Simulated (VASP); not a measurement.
## Al: single point with PBEsol

Crystal: Al.

```
Al
1.0
    -2.83628    0.00000    0.00000
    -1.41814   -2.45629    0.00000
    -1.77282   -1.02354   18.64430
Al
8
Direct
  0.92187 0.92187 0.18750
  0.71352 0.71352 0.68750
  0.99476 0.99476 0.81250
  0.20311 0.20311 0.31250
  0.60934 0.60934 0.93750
  0.81769 0.81769 0.43750
  0.64062 0.64062 0.06250
  0.43227 0.43227 0.56250
```

This cell differs from its parent crystal: the part above a cut slid along it.

| Property | Result |
| --- | --- |
| Program | VASP 6.6.1 |
| Task | single point |
| Functional | PBEsol |
| Potentials or basis | VASP PAW PBE potentials, release 64 (Al) |
| Cutoff | 520 eV |
| k mesh | 19 × 19 × 3 |
| Occupations | gaussian, width 0.15 eV |
| Spin | no spin polarisation |

| Property | Result |
| --- | --- |
| Pressure | 1.9 GPa |
| Largest force | 1.850 eV/Å |
| Band gap on the k mesh | zero (bands 12 and 13 overlap by 5.63 eV) |

Forces on the atoms (eV/Å):
```
Al  -0.004 -0.002 -0.070
Al   0.010  0.006 -0.008
Al  -0.014 -0.008  0.006
Al   0.007  0.004  0.016
Al   0.390  0.225 -1.741
Al   0.002  0.001  0.016
Al  -0.390 -0.225  1.794
Al   0.000  0.000 -0.012
```

Stress tensor (GPa, compression positive):
```
 0.41  0.01 -1.06
 0.01  0.39 -0.61
-1.06 -0.61  4.97
```

Levels at points of the mesh, in eV from the Fermi level:
```csv
k point,band 10,band 11,band 12,band 13,band 14,band 15
"(0.00, 0.00, 0.00)",-0.98,-0.93,3.27,3.38,7.97,8.25
```

Wall time 19 min on 1 thread of Oxide Virtual Turin-like Processor, with other jobs on the host, peak memory 0.63 GiB.

Caveat: the cell differs from its parent crystal (the part above a cut slid along it); the PAW data sets were made with another functional, which shifts forces and pressure a little.
